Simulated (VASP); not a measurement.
## Te2Mo: single point with r2SCAN

The system is Te2Mo.

```
Mo Te
1.0
     1.77341    1.02388    7.10414
    -1.77341    1.02388    7.10414
     0.00000   -2.04776    7.10414
Mo Te
1 2
Direct
  0.00833 0.99618 0.99708
  0.41276 0.41840 0.41791
  0.24648 0.25195 0.25189
```

```
Program                : VASP 6.6.1
Task                   : single point
Functional             : r2SCAN
Potentials or basis    : VASP PAW PBE potentials, release 64 (Mo_sv, Te)
Cutoff                 : 520 eV
k mesh                 : 4 × 4 × 4
Occupations            : fermi-dirac, width 0.02 eV
Spin                   : no spin polarisation
Dipole correction      : no
Further INCAR settings : ALGO = Normal; EDIFF = 1e-06; NBANDS = 20
```

```json
{
 "Pressure": "2.3 GPa",
 "Largest force": "0.624 eV/Å",
 "Band gap on the k mesh": "1.07 eV, indirect (least direct gap 1.61 eV)"
}
```

Forces in eV/Å, atoms in the order of the input:
```
Mo  -0.473 -0.235 -0.331
Te   0.245  0.119  0.492
Te   0.228  0.117 -0.160
```

Stress tensor (GPa, compression positive):
```
 1.58 -0.47  0.05
-0.47  2.05  0.00
 0.05  0.00  3.39
```

Levels at points of the mesh, in eV from the valence-band top:
```csv
k point,band 11,band 12,band 13,band 14,band 15,band 16
"(0.00, 0.00, 0.00)",-1.17,-0.98,-0.54,2.80,3.05,3.36
"(0.50, 0.00, 0.00)",-1.61,-1.05,-0.63,1.31,1.59,3.30
"(0.00, 0.50, 0.00)",-1.70,-1.13,-0.58,1.27,1.57,3.33
"(0.00, 0.00, 0.50)",-1.69,-1.13,-0.58,1.28,1.57,3.33
"(0.50, 0.50, 0.00)",-2.26,-0.98,-0.76,1.23,1.71,3.10
"(0.50, 0.00, 0.50)",-2.26,-0.98,-0.76,1.23,1.71,3.11
"(0.00, 0.50, 0.50)",-2.18,-0.88,-0.83,1.25,1.73,2.99
"(0.50, 0.50, 0.50)",-1.36,-1.15,0.00,2.94,3.14,3.26
```

It took 6 min on 1 thread of Intel(R) Xeon(R) 6975P-C (Granite Rapids) (shared host), peak memory 0.47 GiB.

Caveat: the k points lie up to 0.52 Å⁻¹ apart; the PAW data sets were made with another functional, which shifts forces and pressure a little; spin-orbit coupling is left out, which moves the levels of the heavy elements. r2SCAN opens gaps a little over a GGA but as a rule still falls short of measured ones.
